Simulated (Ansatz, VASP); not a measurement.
# TiO2: VASP beside Ansatz

```
Ti O
1.0
    -3.77067    0.00000    0.00000
     0.00000   -3.77067    0.00000
     0.00000    0.00000    9.39634
Ti O
4 8
Direct
  0.00000 0.00000 0.88897
  0.50000 0.50000 0.38099
  0.50000 0.00000 0.63498
  0.00000 0.50000 0.12700
  0.50000 0.50000 0.59192
  0.00000 0.00000 0.08394
  0.50000 0.00000 0.84591
  0.00000 0.50000 0.33793
  0.50000 0.00000 0.42404
  0.00000 0.50000 0.93203
  0.00000 0.00000 0.67803
  0.50000 0.50000 0.17005
```

Alike in both runs: task single point; functional PBEsol; k mesh 7 × 7 × 3; occupations gaussian, width 0.05 eV; no spin polarisation.

```csv
,VASP,Ansatz
version,VASP 6.6.1,Ansatz 0.2.0
potentials or method,"VASP PAW PBE potentials, release 64 (Ti_sv, O), cutoff 520 eV","scalar-relativistic, plane waves, PAW"
valence electrons in the cell,96,96
```

```tsv
	VASP	Ansatz	Ansatz less VASP
gap on the k mesh at the Fermi level (eV)	2.02	2.05	+0.028
least direct gap on the mesh (eV)	2.15	2.17	+0.025
pressure (GPa)	5.9	5.1	-0.73
traceless stress, the component that is largest in VASP (GPa)	5.33	5.16	-0.167
rms of the force components (eV/Å)	0.610	0.589	-0.0211
```

VASP's potentials were made for PBE, not for PBEsol. The functional is the same, so the differences come from potentials, cutoffs and numerics.
